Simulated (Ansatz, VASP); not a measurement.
# One calculation of PbSe, two programs

File POSCAR:

```
PbSe
1.0
    3.7843220000      0.0000000000      0.0000000000
    0.0000000000      3.7843220000      0.0000000000
    0.0000000000      0.0000000000      3.7843220000
Pb Se
1 1
Direct
    0.0000000000      0.0000000000      0.0000000000
    0.5000000000      0.5000000000      0.5000000000
```

Contents of INCAR.step1:

```
PREC = Accurate
ENCUT = 520
ISMEAR = -1
SIGMA = 0.05
LREAL = F
LASPH = T
NELM = 60
NBANDS = 17
GGA = PE
ALGO = Normal
EDIFF = 1E-4
LWAVE = T
LCHARG = F
```

INCAR.step2

```
PREC = Accurate
ENCUT = 520
EDIFF = 1E-6
ISMEAR = -1
SIGMA = 0.05
LREAL = F
LASPH = T
NELM = 60
ALGO = Normal
ISIF = 2
LWAVE = F
LCHARG = T
METAGGA = R2SCAN
LMIXTAU = T
LELF = T
LVHAR = T
NBANDS = 17
ISTART = 1
```

Contents of KPOINTS:

```
regular mesh
0
Gamma
  7 7 7
```

input.yaml

```yaml
crystal:
  lattice:
    - [3.784322, 0.0, 0.0]
    - [0.0, 3.784322, 0.0]
    - [0.0, 0.0, 3.784322]
  atoms:
    - { symbol: Pb, position: [0.0, 0.0, 0.0] }
    - { symbol: Se, position: [0.5, 0.5, 0.5] }
hamiltonian:
  xc: r2scan
  pseudopotentials: { kind: paw }
kpoints:
  mp_grid: { grid: [7, 7, 7] }
  band_path:
    path:
      - [[0.0, 0.0, 0.0], [0.0, 0.5, 0.0], [0.5, 0.5, 0.0], [0.0, 0.0, 0.0], [0.5, 0.5, 0.5], [0.0, 0.5, 0.0]]
      - [[0.5, 0.5, 0.0], [0.5, 0.5, 0.5]]
    npoints: 14
scf:
  occupations: { method: fermi_dirac, width: 0.05 }
  n_extra_bands: 6
output:
  forces: true
  stress: true
  eigenvalues: true
  fatbands: true
```

Alike in both runs: functional r2SCAN; k mesh 7 × 7 × 7; occupations fermi-dirac, width 0.05 eV; no spin polarisation.

|  | VASP | Ansatz |
| --- | --- | --- |
| version | VASP 6.6.1 | Ansatz 0.2.0 |
| potentials or method | VASP PAW PBE potentials, release 64 (Pb_d, Se) | Ansatz PAW |
| plane-wave cutoff (eV) | 520 | 500 |
| valence electrons in the cell | 20 | 30 |
| task | single point | band structure |

|  | VASP | Ansatz | Ansatz less VASP |
| --- | --- | --- | --- |
| pressure (GPa) | -0.7 | -0.7 | -0.02 |

VASP's potentials were made for PBE, not for r2SCAN. VASP's potentials hold 20 valence electrons a cell and Ansatz's 30, so a difference there can come from the potentials and not from the codes.

Spin-orbit coupling is off throughout.
